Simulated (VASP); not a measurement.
# HC2 in VASP: further runs

HC2 is run at these levels: PBEsol; tasks: single point.

Program: VASP 6.6.1. These are calculated values, not measurements. Logs are shortened: lines on timing, memory, paths and dates and some standing lists are left out, and cuts for length are marked.

## (1) The cell of the first run

The cell holds a slab with vacuum, 24 atoms: a = 5.049 Å, b = 5.049 Å, c = 17.776 Å, α = 90.00°, β = 90.00°, γ = 60.00°.

## (2) Single point, PBEsol

Contents of INCAR:

```
PREC = Accurate ; ENCUT = 520
EDIFF = 1E-6 ; ISMEAR = 0
SIGMA = 0.05 ; LREAL = False
LASPH = True ; NELM = 120
ALGO = Normal ; ISIF = 2
LWAVE = False ; LCHARG = True
GGA = PS ; LELF = True
LVHAR = True ; NBANDS = 54
GGA_COMPAT = False ; NELMDL = -8
```

Contents of KPOINTS:

```
regular mesh
0
Gamma
  3 3 1
```

Contents of POSCAR:

```
HC2
1.0
    5.0487420000      0.0000000000      0.0000000000
    2.5243710000      4.3723390000      0.0000000000
    0.0000000000      0.0000000000     17.7764260000
H C
8 16
Direct
    0.1666667000      0.1666667000      0.0562543000
    0.6666667000      0.1666667000      0.0562543000
    0.1666667000      0.6666667000      0.0562543000
    0.6666667000      0.6666667000      0.0562543000
    0.4999953728     -0.0000401418      0.3237374907
   -0.0000030340      0.4999839426      0.3237285766
    0.5000150719      0.4999541616      0.3237272407
    1.0000199414      0.0000971919      0.3237348164
    0.1666667000      0.1666667000      0.1181340000
    0.6666667000      0.1666667000      0.1181340000
    0.1666667000      0.6666667000      0.1181340000
    0.6666667000      0.6666667000      0.1181340000
   -0.1666667000      0.3333333000      0.1471210000
    0.3333333000      0.3333333000      0.1471210000
   -0.1666667000      0.8333333000      0.1471210000
    0.3333333000      0.8333333000      0.1471210000
   -0.1666687142      0.3333261285      0.2339191383
    0.3333414423      0.3333249538      0.2339214494
   -0.1666540867      0.8333347198      0.2339278795
    0.3333339547      0.8333182026      0.2339233399
    0.0000051285      0.0000006075      0.2611164610
    0.5000065515     -0.0000149259      0.2611139516
    0.0000006613      0.4999936039      0.2611082112
    0.5000062462      0.4999880361      0.2611077819
```

Potentials or basis: VASP PAW PBE potentials, release 64 (H, C).

The run is started by

```console
cat potpaw_PBE.64/H/POTCAR potpaw_PBE.64/C/POTCAR > POTCAR
mpirun -np 1 vasp_std > vasp.out
```

OUTCAR:

```text
PREC = Accurate
   ENCUT = 520
   EDIFF = 1E-6
   ISMEAR = 0
   LREAL = False
   LASPH = True
   NELM = 120
   ISIF = 2
   GGA = PS
   NELMDL = -8

 ion  position               nearest neighbor table
   1  0.167  0.167  0.056-   9 1.10
   2  0.667  0.167  0.056-  10 1.10
   3  0.167  0.667  0.056-  11 1.10
   4  0.667  0.667  0.056-  12 1.10
   5  0.500  1.000  0.324-  22 1.11
   6  1.000  0.500  0.324-  23 1.11
   7  0.500  0.500  0.324-  24 1.11
   8  0.000  0.000  0.324-  21 1.11
   9  0.167  0.167  0.118-   1 1.10  14 1.55  13 1.55  16 1.55
  10  0.667  0.167  0.118-   2 1.10  13 1.55  14 1.55  15 1.55
  11  0.167  0.667  0.118-   3 1.10  16 1.55  15 1.55  14 1.55
  12  0.667  0.667  0.118-   4 1.10  15 1.55  16 1.55  13 1.55
  13  0.833  0.333  0.147-  17 1.54  10 1.55   9 1.55  12 1.55
  14  0.333  0.333  0.147-  18 1.54   9 1.55  10 1.55  11 1.55
[... 8 lines left out ...]
  23  0.000  0.500  0.261-   6 1.11  19 1.54  17 1.54  18 1.54
  24  0.500  0.500  0.261-   7 1.11  20 1.54  18 1.54  17 1.54

  LATTYP: Found a hexagonal cell.
 ALAT       =     5.0487421480
 C/A-ratio  =     3.5209613561

  Lattice vectors:

 A1 = (  -2.5243710000,  -4.3723390000,   0.0000000000)
 A2 = (   5.0487420000,   0.0000000000,   0.0000000000)
 A3 = (   0.0000000000,   0.0000000000,  17.7764260000)

Analysis of symmetry for initial positions (statically):
=====================================================================
 Subroutine PRICEL returns:
 Original cell was already a primitive cell.

 Routine SETGRP: Setting up the symmetry group for a
 hexagonal supercell.

 Subroutine GETGRP returns: Found  1 space group operations
 (whereof  1 operations were pure point group operations)
 out of a pool of 24 trial point group operations.

The static configuration has the point symmetry C_1 .

Analysis of symmetry for dynamics (positions and initial velocities):
=====================================================================
 Subroutine PRICEL returns:
 Original cell was already a primitive cell.

 Routine SETGRP: Setting up the symmetry group for a
 hexagonal supercell.

 Subroutine GETGRP returns: Found  1 space group operations
 (whereof  1 operations were pure point group operations)
 out of a pool of 24 trial point group operations.

The dynamic configuration has the point symmetry C_1 .

 Subroutine INISYM returns: Found  1 space group operations
 (whereof  1 operations are pure point group operations),
 and found     1 'primitive' translations

----------------------------------------------------------------------------------------

                                     Primitive cell

  volume of cell :     392.4113

  direct lattice vectors                    reciprocal lattice vectors
     5.048742000  0.000000000  0.000000000     0.198069143 -0.114355268  0.000000000
     2.524371000  4.372339000  0.000000000     0.000000000  0.228710537  0.000000000
     0.000000000  0.000000000 17.776426000     0.000000000  0.000000000  0.056254277

  length of vectors
     5.048742000  5.048742148 17.776426000     0.228710544  0.228710537  0.056254277

  position of ions in fractional coordinates (direct lattice)
     0.166666700  0.166666700  0.056254300
     0.666666700  0.166666700  0.056254300
     0.166666700  0.666666700  0.056254300
     0.666666700  0.666666700  0.056254300
     0.499995373  0.999959858  0.323737491
     0.999996966  0.499983943  0.323728577
[... 16 lines left out ...]
     0.000000661  0.499993604  0.261108211
     0.500006246  0.499988036  0.261107782

  ion indices of the primitive-cell ions
   primitive index   ion index
                 1           1
                 2           2
                 3           3
                 4           4
                 5           5
                 6           6
[... 16 lines left out ...]
                23          23
                24          24

----------------------------------------------------------------------------------------

 KPOINTS: regular mesh

Automatic generation of k-mesh.
 Grid dimensions read from file:
 generate k-points for:    3    3    1

 Generating k-lattice:

  Cartesian coordinates                     Fractional coordinates (reciprocal lattice)
     0.066023048 -0.038118423  0.000000000     0.333333333 -0.000000000  0.000000000
     0.000000000  0.076236846  0.000000000     0.000000000  0.333333333  0.000000000
     0.000000000  0.000000000  0.056254277     0.000000000  0.000000000  1.000000000

  Length of vectors
     0.076236848  0.076236846  0.056254277

  Shift w.r.t. Gamma in fractional coordinates (k-lattice)
     0.000000000  0.000000000  0.000000000

 Subroutine IBZKPT returns following result:
 ===========================================

 Found      5 irreducible k-points:

 Following reciprocal coordinates:
            Coordinates               Weight
  0.000000  0.000000  0.000000      1.000000
  0.333333 -0.000000  0.000000      2.000000
  0.333333  0.333333  0.000000      2.000000
  0.000000  0.333333  0.000000      2.000000
 -0.333333  0.333333  0.000000      2.000000
   k-points           NKPTS =      5   k-points in BZ     NKDIM =      5   number of bands    NBANDS=     54
   number of dos      NEDOS =    301   number of ions     NIONS =     24
   total plane-waves  NPLWV = 224000
   dimension x,y,z NGX =    40 NGY =   40 NGZ =  140
   dimension x,y,z NGXF=    80 NGYF=   80 NGZF=  280
   ions per type =               8  16
   NGX,Y,Z   is equivalent  to a cutoff of  13.17, 13.17, 13.09 a.u.
   NGXF,Y,Z  is equivalent  to a cutoff of  26.34, 26.34, 26.19 a.u.
 SYSTEM =  unknown system
   PREC   = accura    normal or accurate (medium, high low for compatibility)
   ISTART =      0    job   : 0-new  1-cont  2-samecut
   ICHARG =      2    charge: 1-file 2-atom 10-const
   ISPIN  =      1    spin polarized calculation?
   LNONCOLLINEAR =      F non collinear calculations
   LSORBIT =      F    spin-orbit coupling
   LASPH  =      T    aspherical Exc in radial PAW
   ENCUT  =  520.0 eV  38.22 Ry    6.18 a.u.   9.39  9.39 33.05*2*pi/ulx,y,z
   NELM   =    120;   NELMIN=  2; NELMDL= -8     # of ELM steps
   EDIFF  = 0.1E-05   stopping-criterion for ELM
   LREAL  =      F    real-space projection
   EDIFFG = 0.1E-04   stopping-criterion for IOM
   NSW    =      0    number of steps for IOM
   IBRION =     -1    ionic relax: 0-MD 1-quasi-New 2-CG
   NFREE  =      0    steps in history (QN), initial steepest desc. (CG)
   ISIF   =      2    stress and relaxation
   ISYM   =      2    0-nonsym 1-usesym 2-fastsym
   POTIM  = 0.5000    time-step for ionic-motion
   TEBEG  =    0.0;   TEEND  =   0.0 temperature during run
   PSTRESS=    0.0 pullay stress
   NELECT =      72.0000    total number of electrons
   NUPDOWN=      -1.0000    fix difference up-down
   EMIN   =  10.00;   EMAX   =-10.00  energy-range for DOS
   EFERMI =   0.00;   METHOD = LEGACY
   ISMEAR =     0;   SIGMA  =   0.05  broadening in eV -4-tet -1-fermi 0-gaus
   EFERMI_NEDOS =   21; number of points for ismear=-14 and -15
   IALGO  =     38    algorithm
   IMIX   =      4    mixing-type and parameters
     AMIX     =   0.40;   BMIX     =  1.00
     AMIX_MAG =   1.60;   BMIX_MAG =  1.00
  volume/ion in A,a.u.               =      16.35       110.34
  Fermi-wavevector in a.u.,A,eV,Ry     =   0.930262  1.757940 11.774305  0.865387
  Thomas-Fermi vector in A             =   2.056632
   LORBIT       =      0    0 simple, 1 ext, 2 COOP (PROOUT), +10 PAW based schemes
   GGA     = PS    functional components
   LHFCALC =     F    Hartree Fock is set to
   AEXX    =    0.0000 exact exchange contribution
   IVDW    =     0    specifies the selected vdW correction
   LEPSILON=     F    determine dielectric tensor
   LRPA    =     F    only Hartree local field effects (RPA)
 non-spin polarized calculation
 Gauss-broadening in eV      SIGMA  =   0.05
  energy-cutoff  :      520.00
  volume of cell :      392.41
 maximum number of plane-waves:     10627
 NGX is ok and might be reduce to    40
   NGX = 19   NGY = 19   NGZ = 67

 number of electron      72.0000000 magnetization

 Free energy of the ion-electron system (eV)
  ---------------------------------------------------
  ext. energy  EPLUGINS =         0.00000000
  ---------------------------------------------------
  free energy    TOTEN  =      -182.43708880 eV

  energy without entropy =     -182.43708880  energy(sigma->0) =     -182.43708880

 E-fermi :  -0.4293     XC(G=0):  -4.6358

 val. band max:       -0.6679562944   @ k =   0.0000   0.0000   0.0000
 cond. band min:       2.2816678704   @ k =   0.0000   0.0000   0.0000
 fundamental gap:      2.9496241648
 Fermi energy:        -0.4293156017

 k-point     1 :       0.0000    0.0000    0.0000
  band No.  band energies     occupation
      1     -20.4630      2.00000
      2     -17.7448      2.00000
      3     -15.1874      2.00000
      4     -15.1873      2.00000
      5     -15.1871      2.00000
      6     -14.1083      2.00000
[... 40 lines left out ...]
     47       6.5596      0.00000
     48       6.7463      0.00000

 k-point     2 :       0.3333   -0.0000    0.0000
  band No.  band energies     occupation
      1     -19.7882      2.00000
      2     -17.8034      2.00000
      3     -17.0997      2.00000
      4     -15.9211      2.00000
      5     -15.9211      2.00000
      6     -15.2244      2.00000
[... 40 lines left out ...]
     47       6.8426      0.00000
     48       6.8431      0.00000

 k-point     3 :       0.3333    0.3333    0.0000
  band No.  band energies     occupation
      1     -19.7882      2.00000
      2     -17.8034      2.00000
      3     -17.0997      2.00000
      4     -15.9211      2.00000
      5     -15.9211      2.00000
      6     -15.2244      2.00000
[... 40 lines left out ...]
     47       6.8428      0.00000
     48       6.8429      0.00000

 k-point     4 :       0.0000    0.3333    0.0000
  band No.  band energies     occupation
      1     -19.7882      2.00000
      2     -17.8034      2.00000
      3     -17.0997      2.00000
      4     -15.9211      2.00000
      5     -15.9210      2.00000
      6     -15.2244      2.00000
[... 40 lines left out ...]
     47       6.8427      0.00000
     48       6.8430      0.00000

 k-point     5 :      -0.3333    0.3333    0.0000
  band No.  band energies     occupation
      1     -18.4569      2.00000
      2     -18.4566      2.00000
      3     -18.4564      2.00000
      4     -15.8342      2.00000
      5     -15.8341      2.00000
      6     -15.8339      2.00000
[... 40 lines left out ...]
     47       6.8430      0.00000
     48       6.9785      0.00000
 [bands above 48 left out]

------------------------ aborting loop because EDIFF is reached ----------------------------------------

  FORCE on cell =-STRESS in cart. coord.  units (eV):
  Direction    XX          YY          ZZ          XY          YZ          ZX
  --------------------------------------------------------------------------------------
  -------------------------------------------------------------------------------------
  Total       -2.0932472     -2.0935444     -0.2721286     -0.0000265      0.0013546     -0.0009038
  in kB       -8.5465266     -8.5477399     -1.1110749     -0.0001081      0.0055308     -0.0036902
  external PRESSURE =      -6.0684471 kB  Pullay stress =       0.0000000 kB

 VOLUME and BASIS-vectors are now :
 -----------------------------------------------------------------------------
  energy-cutoff  :      520.00
  volume of cell :      392.41
      direct lattice vectors                 reciprocal lattice vectors
     5.048742000  0.000000000  0.000000000     0.198069143 -0.114355268  0.000000000
     2.524371000  4.372339000  0.000000000     0.000000000  0.228710537  0.000000000
     0.000000000  0.000000000 17.776426000     0.000000000  0.000000000  0.056254277

 POSITION                                       TOTAL-FORCE (eV/Angst)
 -----------------------------------------------------------------------------------
      1.26219      0.72872      1.00000        -0.000006     -0.000038     -0.332031
      3.78656      0.72872      1.00000        -0.000011     -0.000018     -0.332086
      2.52437      2.91489      1.00000        -0.000019     -0.000064     -0.332069
      5.04874      2.91489      1.00000         0.000057      0.000033     -0.332001
      5.04862      4.37216      5.75490         0.000363      0.000742      0.037143
      6.31087      2.18610      5.75474         0.000108     -0.000142      0.038972
[... 16 lines left out ...]
      1.26217      2.18614      4.64157         0.000757     -0.000119      0.002825
      3.78656      2.18612      4.64156        -0.000738     -0.000318      0.002568
 -----------------------------------------------------------------------------------
    total drift:                               -0.000002     -0.000003      0.001077

  FREE ENERGIE OF THE ION-ELECTRON SYSTEM (eV)
  ---------------------------------------------------
  free  energy   TOTEN  =      -182.4370887995 eV

  energy  without entropy=     -182.4370887995  energy(sigma->0) =     -182.43708880
```

It took 3.3 min on 1 thread of Intel Xeon Platinum 8488C (Sapphire Rapids), shared host; peak memory 0.52 GiB.

Results:

```
Free energy            : -182.4371 eV
Largest force          : 1.314 eV/Å
Band gap on the k mesh : 2.95 eV
```

Forces on the atoms (eV/Å):
```
H    0.000  0.000 -0.332
H    0.000  0.000 -0.332
H    0.000  0.000 -0.332
H    0.000  0.000 -0.332
H    0.000  0.001  0.037
H    0.000  0.000  0.039
H    0.000  0.001  0.039
H   -0.001 -0.002  0.040
C    0.000  0.000  1.314
C    0.000  0.000  1.313
C    0.000  0.000  1.314
C    0.000  0.000  1.314
C    0.000 -0.001 -1.027
C    0.000 -0.001 -1.026
C    0.001  0.001 -1.025
C    0.000  0.000 -1.026
C    0.002  0.001  0.005
C   -0.002 -0.001  0.005
C   -0.003 -0.001  0.003
C    0.002  0.002  0.004
C    0.001  0.001 -0.001
C    0.000  0.000  0.002
C    0.001  0.000  0.003
C   -0.001  0.000  0.003
```

Caveat: the k points lie up to 0.48 Å⁻¹ apart; the PAW data sets were made with another functional, which shifts forces and pressure a little.

(Continued in part 2 of 2.)
